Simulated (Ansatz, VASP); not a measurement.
# BN in VASP and in Ansatz

File POSCAR:

```
BN
1.0
    0.0000000000      1.7768584873      1.7768584873
    1.7768584873      0.0000000000      1.7768584873
    1.7768584873      1.7768584873      0.0000000000
B N
1 1
Direct
    0.0000000000      0.0000000000      0.0000000000
    0.2500000000      0.2500000000      0.2500000000
```

File INCAR.step1:

```
SYSTEM = BN
PREC     = Accurate       ! precision mode
ENCUT    = 1460           ! plane-wave cutoff, eV
ISMEAR   = 0              ! smearing method
SIGMA    = 0.01           ! smearing width, eV
LREAL    = .FALSE.        ! projectors in reciprocal space
LASPH    = .TRUE.         ! aspherical terms in the spheres
NELM     = 120            ! most SCF steps
NBANDS   = 11             ! bands
GGA      = PE             ! functional
ALGO     = Normal         ! electronic algorithm
EDIFF    = 1E-5           ! SCF threshold, eV
LWAVE    = .TRUE.         ! write WAVECAR
LCHARG   = .FALSE.        ! write CHGCAR
GGA_COMPAT= .FALSE.
```

The input INCAR.step2:

```
SYSTEM = BN
PREC     = Accurate       ! precision mode
ENCUT    = 1460           ! plane-wave cutoff, eV
EDIFF    = 1E-6           ! SCF threshold, eV
ISMEAR   = 0              ! smearing method
SIGMA    = 0.01           ! smearing width, eV
LREAL    = .FALSE.        ! projectors in reciprocal space
LASPH    = .TRUE.         ! aspherical terms in the spheres
NELM     = 120            ! most SCF steps
ALGO     = Normal         ! electronic algorithm
ISIF     = 2              ! what is computed and relaxed
LWAVE    = .FALSE.        ! write WAVECAR
LCHARG   = .TRUE.         ! write CHGCAR
METAGGA  = R2SCAN         ! meta-GGA
LMIXTAU  = .TRUE.       
LELF     = .TRUE.         ! ELF
LVHAR    = .TRUE.       
NBANDS   = 11             ! bands
ISTART   = 1            
GGA_COMPAT= .FALSE.
```

File KPOINTS:

```
regular mesh
0
G
  10 10 10
  0 0 0
```

Input for Ansatz:

```yaml
crystal:
  lattice:
    - [0.0, 1.776858487278492, 1.776858487278492]
    - [1.776858487278492, 0.0, 1.776858487278492]
    - [1.776858487278492, 1.776858487278492, 0.0]
  atoms:
    - { symbol: B, position: [0.0, 0.0, 0.0] }
    - { symbol: "N", position: [0.25, 0.25, 0.25] }
basis:
  ecutwfc: 600.0
kpoints:
  mp_grid:
    grid: [10, 10, 10]
hamiltonian:
  xc: r2scan
scf:
  occupations:
    method: fixed
output:
  stress: true
```

Alike in both runs: task single point; functional r2SCAN; k mesh 10 × 10 × 10; no spin polarisation.

```csv
,VASP,Ansatz
version,VASP 6.6.1,Ansatz 0.2.0
potentials or method,"VASP PAW PBE potentials, release 64 (B_h, N_h), cutoff 1460 eV","plane waves, PAW"
occupations,"gaussian, width 0.01 eV",fixed
valence electrons in the cell,8,8
```

|  | VASP | Ansatz | Ansatz less VASP |
| --- | --- | --- | --- |
| pressure (GPa) | 19.5 | 20.0 | +0.50 |

VASP's potentials were made for PBE, not for r2SCAN.
